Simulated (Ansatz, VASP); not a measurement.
## YbCr2 in VASP and in Ansatz

```
CELL_PARAMETERS angstrom
3.66687 0.00000 0.00000
-1.83343 3.17560 0.00000
0.00000 0.00000 4.79781
ATOMIC_POSITIONS crystal
Yb 0.00000 0.00000 0.00000
Cr 0.66667 0.33333 0.50000
Cr 0.33333 0.66667 0.50000
```

Change from the starting cell: species swapped into the BaSi2 type (P6/mmm, No. 191).

Alike in both runs: functional PBE; k mesh 12 × 12 × 10; occupations gaussian, width 0.1 eV; no spin polarisation.

Ansatz relaxed the structure, and its values are those at the end. VASP's run is a single point on that final structure, the one shown.

```csv
,VASP,Ansatz
version,VASP 6.6.1,Ansatz 0.2.0
potentials or method,"VASP PAW PBE potentials, release 64 (Yb, Cr_sv), cutoff 600 eV","scalar-relativistic, plane waves, PAW"
valence electrons in the cell,52,52
```

|  | VASP | Ansatz | Ansatz less VASP |
| --- | --- | --- | --- |
| gap on the k mesh at the Fermi level (eV) | none | none | - |
| pressure (GPa) | -1.1 | 0.0 | +1.11 |

A gap of «none» marks a metal or a gap that the smearing closes.

Spin-orbit coupling is off throughout.
